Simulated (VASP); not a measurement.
# Ti in VASP: single point with PBEsol

Aim: the single point of Ti with PBEsol.

Program: VASP 6.6.1. These are calculated values, not measurements. Logs are shortened: lines on timing, memory, paths and dates and some standing lists are left out, and cuts for length are marked.

## 1. The cell of the first run

The cell holds a slab with vacuum, 4 atoms: a = 2.868 Å, b = 4.055 Å, c = 19.605 Å, α = 90.00°, β = 90.00°, γ = 90.00°.

## 2. Single point, PBEsol

INCAR

```
PREC = Accurate
ENCUT = 520
EDIFF = 1E-6
ISMEAR = 0
SIGMA = 0.1
LREAL = False
LASPH = True
NELM = 80
ALGO = Fast
ISIF = 2
LWAVE = False
LCHARG = True
LDIPOL = True
IDIPOL = 3
DIPOL = 0.5 0.5 0.310
GGA = PS
LELF = True
LVHAR = True
LVACPOTAV = True
NBANDS = 32
```

KPOINTS

```
Automatic mesh
0
Gamma
  9 7 1
```

POSCAR

```
Ti
1.0
    2.8676282151      0.0000000000      0.0000000000
    0.0000000000      4.0554387137      0.0000000000
    0.0000000000      0.0000000000     19.6054200203
Ti
4
Direct
    0.5000000000      0.5000000000      0.2040252132
    0.0000000000      0.0000000000      0.2771587704
    0.5000000000      0.5000000000      0.3434213386
    0.0000000000      0.0000000000      0.4134275120
```

Potentials or basis: VASP PAW PBE potentials, release 64 (Ti_sv).

Launch:

```
> cat potpaw_PBE.64/Ti_sv/POTCAR > POTCAR
> mpirun -np 1 vasp_std > vasp.out
```

OUTCAR:

```text
PREC = Accurate
   ENCUT = 520
   EDIFF = 1E-6
   ISMEAR = 0
   LREAL = False
   LASPH = True
   NELM = 80
   ISIF = 2
   GGA = PS

 ion  position               nearest neighbor table
   1  0.500  0.500  0.204-   3 2.73   2 2.87   2 2.87   2 2.87   2 2.87
   2  0.000  0.000  0.277-   4 2.67   3 2.80   3 2.80   3 2.80   3 2.80   1 2.87   1 2.87   1 2.87
                             1 2.87
   3  0.500  0.500  0.343-   1 2.73   2 2.80   2 2.80   2 2.80   2 2.80   4 2.84   4 2.84   4 2.84
                             4 2.84
   4  0.000  0.000  0.413-   2 2.67   3 2.84   3 2.84   3 2.84   3 2.84

  LATTYP: Found a simple orthorhombic cell.
 ALAT       =     2.8676282151
 B/A-ratio  =     1.4142135624
 C/A-ratio  =     6.8368067789

  Lattice vectors:

 A1 = (   2.8676282151,   0.0000000000,   0.0000000000)
 A2 = (   0.0000000000,   4.0554387137,   0.0000000000)
 A3 = (   0.0000000000,   0.0000000000,  19.6054200203)

Analysis of symmetry for initial positions (statically):
=====================================================================
 Subroutine PRICEL returns:
 Original cell was already a primitive cell.

 Routine SETGRP: Setting up the symmetry group for a
 simple orthorhombic supercell.

 Subroutine GETGRP returns: Found  4 space group operations
 (whereof  4 operations were pure point group operations)
 out of a pool of  8 trial point group operations.

The static configuration has the point symmetry C_2v.

Analysis of symmetry for dynamics (positions and initial velocities):
=====================================================================
 Subroutine PRICEL returns:
 Original cell was already a primitive cell.

 Routine SETGRP: Setting up the symmetry group for a
 simple orthorhombic supercell.

 Subroutine GETGRP returns: Found  4 space group operations
 (whereof  4 operations were pure point group operations)
 out of a pool of  8 trial point group operations.

The dynamic configuration has the point symmetry C_2v.

 Subroutine INISYM returns: Found  4 space group operations
 (whereof  4 operations are pure point group operations),
 and found     1 'primitive' translations

----------------------------------------------------------------------------------------

                                     Primitive cell

  volume of cell :     228.0010

  direct lattice vectors                    reciprocal lattice vectors
     2.867628215  0.000000000  0.000000000     0.348720240  0.000000000  0.000000000
     0.000000000  4.055438714  0.000000000     0.000000000  0.246582447  0.000000000
     0.000000000  0.000000000 19.605420020     0.000000000  0.000000000  0.051006303

  length of vectors
     2.867628215  4.055438714 19.605420020     0.348720240  0.246582447  0.051006303

  position of ions in fractional coordinates (direct lattice)
     0.500000000  0.500000000  0.204025213
     0.000000000  0.000000000  0.277158770
     0.500000000  0.500000000  0.343421339
     0.000000000  0.000000000  0.413427512

  ion indices of the primitive-cell ions
   primitive index   ion index
                 1           1
                 2           2
                 3           3
                 4           4

----------------------------------------------------------------------------------------

 KPOINTS: Automatic mesh

Automatic generation of k-mesh.
 Grid dimensions read from file:
 generate k-points for:    9    7    1

 Generating k-lattice:

  Cartesian coordinates                     Fractional coordinates (reciprocal lattice)
     0.038746693  0.000000000  0.000000000     0.111111111  0.000000000  0.000000000
     0.000000000  0.035226064  0.000000000     0.000000000  0.142857143  0.000000000
     0.000000000  0.000000000  0.051006303     0.000000000  0.000000000  1.000000000

  Length of vectors
     0.038746693  0.035226064  0.051006303

  Shift w.r.t. Gamma in fractional coordinates (k-lattice)
     0.000000000  0.000000000  0.000000000

 Subroutine IBZKPT returns following result:
 ===========================================

 Found     20 irreducible k-points:

 Following reciprocal coordinates:
            Coordinates               Weight
  0.000000  0.000000  0.000000      1.000000
  0.111111  0.000000  0.000000      2.000000
  0.222222  0.000000  0.000000      2.000000
  0.333333  0.000000  0.000000      2.000000
  0.444444  0.000000  0.000000      2.000000
  0.000000  0.142857  0.000000      2.000000
[... 12 lines left out ...]
  0.333333  0.428571  0.000000      4.000000
  0.444444  0.428571  0.000000      4.000000
   k-points           NKPTS =     20   k-points in BZ     NKDIM =     20   number of bands    NBANDS=     32
   number of dos      NEDOS =    301   number of ions     NIONS =      4
   total plane-waves  NPLWV = 108000
   dimension x,y,z NGX =    24 NGY =   30 NGZ =  150
   dimension x,y,z NGXF=    48 NGYF=   60 NGZF=  300
   ions per type =               4
   NGX,Y,Z   is equivalent  to a cutoff of  13.91, 12.30, 12.72 a.u.
   NGXF,Y,Z  is equivalent  to a cutoff of  27.83, 24.60, 25.44 a.u.
 SYSTEM =  unknown system
   PREC   = accura    normal or accurate (medium, high low for compatibility)
   ISTART =      0    job   : 0-new  1-cont  2-samecut
   ICHARG =      2    charge: 1-file 2-atom 10-const
   ISPIN  =      1    spin polarized calculation?
   LNONCOLLINEAR =      F non collinear calculations
   LSORBIT =      F    spin-orbit coupling
   LASPH  =      T    aspherical Exc in radial PAW
   ENCUT  =  520.0 eV  38.22 Ry    6.18 a.u.   5.33  7.54 36.45*2*pi/ulx,y,z
   NELM   =     80;   NELMIN=  2; NELMDL= -5     # of ELM steps
   EDIFF  = 0.1E-05   stopping-criterion for ELM
   LREAL  =      F    real-space projection
   EDIFFG = 0.1E-04   stopping-criterion for IOM
   NSW    =      0    number of steps for IOM
   IBRION =     -1    ionic relax: 0-MD 1-quasi-New 2-CG
   NFREE  =      0    steps in history (QN), initial steepest desc. (CG)
   ISIF   =      2    stress and relaxation
   ISYM   =      2    0-nonsym 1-usesym 2-fastsym
   POTIM  = 0.5000    time-step for ionic-motion
   TEBEG  =    0.0;   TEEND  =   0.0 temperature during run
   PSTRESS=    0.0 pullay stress
   NELECT =      48.0000    total number of electrons
   NUPDOWN=      -1.0000    fix difference up-down
   EMIN   =  10.00;   EMAX   =-10.00  energy-range for DOS
   EFERMI =   0.00;   METHOD = LEGACY
   ISMEAR =     0;   SIGMA  =   0.10  broadening in eV -4-tet -1-fermi 0-gaus
   EFERMI_NEDOS =   21; number of points for ismear=-14 and -15
   IALGO  =     68    algorithm
   IMIX   =      4    mixing-type and parameters
     AMIX     =   0.40;   BMIX     =  1.00
     AMIX_MAG =   1.60;   BMIX_MAG =  1.00
  volume/ion in A,a.u.               =      57.00       384.66
  Fermi-wavevector in a.u.,A,eV,Ry     =   0.973889  1.840384 12.904589  0.948461
  Thomas-Fermi vector in A             =   2.104305
   LORBIT       =      0    0 simple, 1 ext, 2 COOP (PROOUT), +10 PAW based schemes
   GGA     = PS    functional components
   LHFCALC =     F    Hartree Fock is set to
   AEXX    =    0.0000 exact exchange contribution
   IVDW    =     0    specifies the selected vdW correction
   LEPSILON=     F    determine dielectric tensor
   LRPA    =     F    only Hartree local field effects (RPA)
 non-spin polarized calculation
 RMM-DIIS sequential band-by-band and
 Gauss-broadening in eV      SIGMA  =   0.10
  energy-cutoff  :      520.00
  volume of cell :      228.00
 maximum number of plane-waves:      6177
 NGX is ok and might be reduce to    24
   NGX = 11   NGY = 15   NGZ = 73

 dipolmoment           0.000000      0.000000     -0.000012 electrons x Angstroem

 number of electron      48.0000015 magnetization

 dipolmoment           0.000000      0.000000      0.000705 electrons x Angstroem

 Free energy of the ion-electron system (eV)
  ---------------------------------------------------
  ext. energy  EPLUGINS =         0.00000000
  ---------------------------------------------------
  free energy    TOTEN  =       -30.11323411 eV

  energy without entropy =      -30.07779506  energy(sigma->0) =      -30.09551458

 E-fermi :   0.2136     XC(G=0):  -4.5458

 val. band max:        0.2062939877   @ k =   0.2222   0.4286   0.0000
 cond. band min:       0.2156543305   @ k =   0.0000   0.4286   0.0000
 fundamental gap:      0.0093603427
 Fermi energy:         0.2136437703

 k-point     1 :       0.0000    0.0000    0.0000
  band No.  band energies     occupation
      1     -56.5159      2.00000
      2     -56.4619      2.00000
      3     -56.1177      2.00000
      4     -56.0050      2.00000
      5     -33.0491      2.00000
      6     -32.9812      2.00000
[... 24 lines left out ...]
     31       1.8500      0.00000
     32       2.1237      0.00000

 k-point     2 :       0.1111    0.0000    0.0000
  band No.  band energies     occupation
      1     -56.5095      2.00000
      2     -56.4554      2.00000
      3     -56.1097      2.00000
      4     -56.0035      2.00000
      5     -33.0450      2.00000
      6     -32.9806      2.00000
[... 24 lines left out ...]
     31       2.0548      0.00000
     32       2.5391      0.00000

 k-point     3 :       0.2222    0.0000    0.0000
  band No.  band energies     occupation
      1     -56.4934      2.00000
      2     -56.4389      2.00000
      3     -56.0882      2.00000
      4     -56.0007      2.00000
      5     -33.0363      2.00000
      6     -32.9827      2.00000
[... 24 lines left out ...]
     31       2.0792      0.00000
     32       2.3354      0.00000

 k-point     4 :       0.3333    0.0000    0.0000
  band No.  band energies     occupation
      1     -56.4750      2.00000
      2     -56.4199      2.00000
      3     -56.0598      2.00000
      4     -56.0015      2.00000
      5     -33.0311      2.00000
      6     -32.9960      2.00000
[... 24 lines left out ...]
     31       2.1810      0.00000
     32       2.4451      0.00000

 k-point     5 :       0.4444    0.0000    0.0000
  band No.  band energies     occupation
      1     -56.4630      2.00000
      2     -56.4074      2.00000
      3     -56.0331      2.00000
      4     -56.0101      2.00000
      5     -33.0317      2.00000
      6     -33.0197      2.00000
[... 444 lines left out ...]
     31       1.8286      0.00000
     32       1.9478      0.00000

 k-point    18 :       0.2222    0.4286    0.0000
  band No.  band energies     occupation
      1     -56.4895      2.00000
      2     -56.4340      2.00000
      3     -56.0596      2.00000
      4     -56.0370      2.00000
      5     -33.0518      2.00000
      6     -33.0323      2.00000
[... 24 lines left out ...]
     31       1.6745      0.00000
     32       1.7875      0.00000

 k-point    19 :       0.3333    0.4286    0.0000
  band No.  band energies     occupation
      1     -56.4731      2.00000
      2     -56.4175      2.00000
      3     -56.0405      2.00000
      4     -56.0234      2.00000
      5     -33.0162      2.00000
      6     -32.9945      2.00000
[... 24 lines left out ...]
     31       1.8513      0.00000
     32       1.9093      0.00000

 k-point    20 :       0.4444    0.4286    0.0000
  band No.  band energies     occupation
      1     -56.4624      2.00000
      2     -56.4068      2.00000
      3     -56.0273      2.00000
      4     -56.0152      2.00000
      5     -33.0103      2.00000
      6     -32.9926      2.00000
[... 24 lines left out ...]
     31       2.1538      0.00000
     32       2.3530      0.00000

------------------------ aborting loop because EDIFF is reached ----------------------------------------

  FORCE on cell =-STRESS in cart. coord.  units (eV):
  Direction    XX          YY          ZZ          XY          YZ          ZX
  --------------------------------------------------------------------------------------
  -------------------------------------------------------------------------------------
  Total       -1.0080926     -4.3870413     -0.6621310      0.0000000      0.0000000      0.0000000
  in kB       -7.0839287    -30.8280081     -4.6528353      0.0000000      0.0000000      0.0000000
  external PRESSURE =     -14.1882574 kB  Pullay stress =       0.0000000 kB

 VOLUME and BASIS-vectors are now :
 -----------------------------------------------------------------------------
  energy-cutoff  :      520.00
  volume of cell :      228.00
      direct lattice vectors                 reciprocal lattice vectors
     2.867628215  0.000000000  0.000000000     0.348720240  0.000000000  0.000000000
     0.000000000  4.055438714  0.000000000     0.000000000  0.246582447  0.000000000
     0.000000000  0.000000000 19.605420020     0.000000000  0.000000000  0.051006303

 POSITION                                       TOTAL-FORCE (eV/Angst)
 -----------------------------------------------------------------------------------
      1.43381      2.02772      4.00000         0.000000      0.000000      0.362393
      0.00000      0.00000      5.43381         0.000000      0.000000     -0.352429
      1.43381      2.02772      6.73292         0.000000      0.000000      0.021453
      0.00000      0.00000      8.10542         0.000000      0.000000     -0.031418
 -----------------------------------------------------------------------------------
    total drift:                               -0.000000     -0.000000      0.000148

  FREE ENERGIE OF THE ION-ELECTRON SYSTEM (eV)
  ---------------------------------------------------
  free  energy   TOTEN  =       -30.1132341114 eV

  energy  without entropy=      -30.0777950572  energy(sigma->0) =      -30.09551458

 vacuum level on the upper side and lower side of the slab         3.615         3.604
```

Wall time 8.2 min (1 thread of Intel Xeon 6975P-C (Granite Rapids), shared host); peak memory 0.38 GiB.

What came out:

| Item | Value |
| --- | --- |
| Free energy | -30.1132 eV |
| Largest force | 0.362 eV/Å |
| Band gap on the k mesh | zero (band 24 reaches 0.38 eV, above the bottom of band 25 at -0.07 eV) |

Forces on the atoms (eV/Å):
```
Ti   0.000  0.000  0.362
Ti   0.000  0.000 -0.352
Ti   0.000  0.000  0.021
Ti   0.000  0.000 -0.031
```

Caveat: the PAW data sets were made with another functional, which shifts forces and pressure a little.
